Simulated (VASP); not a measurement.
# Ni (Pm-3n) in VASP: single point with BLYP

Aim: the single point of Ni with BLYP.

Everything below comes from runs of VASP 6.6.1. Logs are shortened: lines on timing, memory, paths and dates and some standing lists are left out, and cuts for length are marked.

**1. The cell of the first run**

It takes space group Pm-3n (No. 223, cubic). The conventional cell has a = 4.542 Å, b = 4.542 Å, c = 4.542 Å, α = 90.00°, β = 90.00°, γ = 90.00°. Ni (site symmetry m-3) has 12 Ni at 2.54 Å within 3.4 Å. Ni (site symmetry -4m2) has 14 Ni at 2.27 to 2.78 Å within 3.0 Å.

**2. Single point, BLYP, collinear spin, ferromagnetic start**

File INCAR:

```
PREC = Accurate
ENCUT = 520
EDIFF = 1E-7
ISMEAR = -1
SIGMA = 0.05
LREAL = F
LASPH = T
NELM = 150
ALGO = Normal
ISIF = 2
LWAVE = F
LCHARG = T
ISPIN = 2
MAGMOM = 0.8 0.8 0.8 0.8 0.8 0.8 0.8 0.8
LORBIT = 11
LMAXMIX = 4
GGA = B5
ALDAX = 1.0
AGGAX = 1.0
AGGAC = 1.0
ALDAC = 0.0
LELF = T
LVHAR = T
NBANDS = 54
```

File KPOINTS:

```
regular mesh
0
Gamma
  6 6 6
```

File POSCAR:

```
Ni
1.0
    4.5420070159      0.0000000000      0.0000000000
    0.0000000000      4.5420070159      0.0000000000
    0.0000000000      0.0000000000      4.5420070159
Ni
8
Direct
    1.0000000000      0.0000000000      1.0000000000
    0.5000000000      0.5000000000      0.5000000000
    0.2500000000      1.0000000000      0.5000000000
    0.7500000000      0.0000000000      0.5000000000
    0.5000000000      0.2500000000      1.0000000000
    0.5000000000      0.7500000000      1.0000000000
    0.0000000000      0.5000000000      0.2500000000
    0.0000000000      0.5000000000      0.7500000000
```

Potentials or basis: VASP PAW PBE potentials, release 64 (Ni).

Run with:

```sh
> cat potpaw_PBE.64/Ni/POTCAR > POTCAR
> mpirun -np 1 vasp_std > vasp.out
```

OUTCAR:

```text
PREC = Accurate
   ENCUT = 520
   EDIFF = 1E-7
   ISMEAR = -1
   LREAL = F
   LASPH = T
   NELM = 150
   ISIF = 2
   ISPIN = 2
   LORBIT = 11
   GGA = B5

 ion  position               nearest neighbor table
   1  0.000  0.000  0.000-   3 2.54   4 2.54   5 2.54   6 2.54   7 2.54   8 2.54   3 2.54   4 2.54
                             7 2.54   8 2.54   5 2.54   6 2.54
   2  0.500  0.500  0.500-   3 2.54   4 2.54   5 2.54   6 2.54   7 2.54   8 2.54   5 2.54   6 2.54
                             3 2.54   4 2.54   7 2.54   8 2.54
   3  0.250  0.000  0.500-   4 2.27   4 2.27   1 2.54   1 2.54   2 2.54   2 2.54   8 2.78   5 2.78
                             5 2.78   6 2.78   6 2.78   7 2.78   8 2.78   7 2.78
   4  0.750  0.000  0.500-   3 2.27   3 2.27   1 2.54   1 2.54   2 2.54   2 2.54   8 2.78   5 2.78
                             5 2.78   6 2.78   6 2.78   7 2.78   8 2.78   7 2.78
   5  0.500  0.250  0.000-   6 2.27   6 2.27   1 2.54   2 2.54   2 2.54   1 2.54   8 2.78   4 2.78
                             3 2.78   4 2.78   3 2.78   7 2.78   7 2.78   8 2.78
   6  0.500  0.750  0.000-   5 2.27   5 2.27   1 2.54   2 2.54   2 2.54   1 2.54   8 2.78   4 2.78
                             3 2.78   4 2.78   3 2.78   7 2.78   7 2.78   8 2.78
   7  0.000  0.500  0.250-   8 2.27   8 2.27   1 2.54   2 2.54   1 2.54   2 2.54   3 2.78   4 2.78
                             5 2.78   3 2.78   4 2.78   6 2.78   5 2.78   6 2.78
   8  0.000  0.500  0.750-   7 2.27   7 2.27   1 2.54   2 2.54   1 2.54   2 2.54   3 2.78   4 2.78
                             5 2.78   3 2.78   4 2.78   6 2.78   5 2.78   6 2.78

  LATTYP: Found a simple cubic cell.
 ALAT       =     4.5420070159

  Lattice vectors:

 A1 = (   4.5420070159,   0.0000000000,   0.0000000000)
 A2 = (   0.0000000000,   4.5420070159,   0.0000000000)
 A3 = (   0.0000000000,   0.0000000000,   4.5420070159)

Analysis of symmetry for initial positions (statically):
=====================================================================
 Subroutine PRICEL returns:
 Original cell was already a primitive cell.

 Routine SETGRP: Setting up the symmetry group for a
 simple cubic supercell.

 Subroutine GETGRP returns: Found 48 space group operations
 (whereof 24 operations were pure point group operations)
 out of a pool of 48 trial point group operations.

The static configuration has the point symmetry T_h .
 The point group associated with its full space group is O_h .

Analysis of symmetry for dynamics (positions and initial velocities):
=====================================================================
 Subroutine PRICEL returns:
 Original cell was already a primitive cell.

 Routine SETGRP: Setting up the symmetry group for a
 simple cubic supercell.

 Subroutine GETGRP returns: Found 48 space group operations
[... 171 lines left out ...]

  energy without entropy =      -35.81505577  energy(sigma->0) =      -35.89001998

 E-fermi :   8.8011     XC(G=0): -12.2282

 val. band max:        8.7902385814   @ k =   0.3333   0.1667   0.1667
 cond. band min:       8.8041849220   @ k =   0.3333   0.0000   0.0000
 fundamental gap:      0.0139463406
 Fermi energy:         8.8011412521

 spin component 1

 k-point     1 :       0.0000    0.0000    0.0000
  band No.  band energies     occupation
      1       0.4572      1.00000
      2       4.3623      1.00000
      3       4.3623      1.00000
      4       4.9687      1.00000
      5       5.3346      1.00000
      6       5.3346      1.00000
[... 1089 lines left out ...]
     51      22.6374      0.00000
     52      22.6392      0.00000
 Fermi energy:         8.8011412521

 spin component 2

 k-point     1 :       0.0000    0.0000    0.0000
  band No.  band energies     occupation
      1       0.4520      1.00000
      2       4.6919      1.00000
      3       4.6919      1.00000
      4       5.2443      1.00000
      5       5.8101      1.00000
      6       5.8101      1.00000
[... 1089 lines left out ...]
     51      22.7493      0.00000
     52      22.7513      0.00000
 [bands above 52 left out]

------------------------ aborting loop because EDIFF is reached ----------------------------------------

  FORCE on cell =-STRESS in cart. coord.  units (eV):
  Direction    XX          YY          ZZ          XY          YZ          ZX
  --------------------------------------------------------------------------------------
  -------------------------------------------------------------------------------------
  Total        0.0785595      0.0785595      0.0785595      0.0000000      0.0000000      0.0000000
  in kB        1.3432777      1.3432777      1.3432777      0.0000000      0.0000000      0.0000000
  external PRESSURE =       1.3432777 kB  Pullay stress =       0.0000000 kB

 VOLUME and BASIS-vectors are now :
 -----------------------------------------------------------------------------
  energy-cutoff  :      520.00
  volume of cell :       93.70
      direct lattice vectors                 reciprocal lattice vectors
     4.542007016  0.000000000  0.000000000     0.220166987  0.000000000  0.000000000
     0.000000000  4.542007016  0.000000000     0.000000000  0.220166987  0.000000000
     0.000000000  0.000000000  4.542007016     0.000000000  0.000000000  0.220166987

 POSITION                                       TOTAL-FORCE (eV/Angst)
 -----------------------------------------------------------------------------------
      0.00000      0.00000      0.00000         0.000000     -0.000000      0.000000
      2.27100      2.27100      2.27100         0.000000     -0.000000      0.000000
      1.13550      0.00000      2.27100        -0.000000      0.000000     -0.000000
      3.40651      0.00000      2.27100         0.000000     -0.000000      0.000000
      2.27100      1.13550      0.00000         0.000000     -0.000000      0.000000
      2.27100      3.40651      0.00000        -0.000000     -0.000000     -0.000000
      0.00000      2.27100      1.13550         0.000000     -0.000000      0.000000
      0.00000      2.27100      3.40651        -0.000000     -0.000000     -0.000000
 -----------------------------------------------------------------------------------
    total drift:                                0.000000      0.000000     -0.000000

  FREE ENERGIE OF THE ION-ELECTRON SYSTEM (eV)
  ---------------------------------------------------
  free  energy   TOTEN  =       -35.9649841816 eV

  energy  without entropy=      -35.8150557747  energy(sigma->0) =      -35.89001998

 total charge

# of ion       s       p       d       tot
------------------------------------------
    1        0.475   0.434   8.348   9.257
    2        0.475   0.434   8.348   9.257
    3        0.471   0.420   8.369   9.260
    4        0.471   0.420   8.369   9.260
    5        0.471   0.420   8.369   9.260
    6        0.471   0.420   8.369   9.260
    7        0.471   0.420   8.369   9.260
    8        0.471   0.420   8.369   9.260
--------------------------------------------------
tot          3.775   3.389  66.913  74.077

 magnetization (x)

# of ion       s       p       d       tot
------------------------------------------
    1       -0.006  -0.021   0.607   0.580
    2       -0.006  -0.021   0.607   0.580
    3       -0.004  -0.019   0.593   0.571
    4       -0.004  -0.019   0.593   0.571
    5       -0.004  -0.019   0.593   0.571
    6       -0.004  -0.019   0.593   0.571
    7       -0.004  -0.019   0.593   0.571
    8       -0.004  -0.019   0.593   0.571
--------------------------------------------------
tot         -0.035  -0.153   4.773   4.585
```

It took 9.2 min on 1 thread of Oxide Virtual Turin-like, shared host; peak memory 0.28 GiB.

What came out:

| Item | Value |
| --- | --- |
| Free energy | -35.9650 eV |
| Pressure | 0.1 GPa |
| Net moment | 4.50 μB per cell |
| Site moments | Ni +0.58, +0.57 (each value once) μB |
| Valence electrons inside the program's atomic spheres | Ni 9.26 |

Caveat: the PAW data sets were made with another functional, which shifts forces and pressure a little.
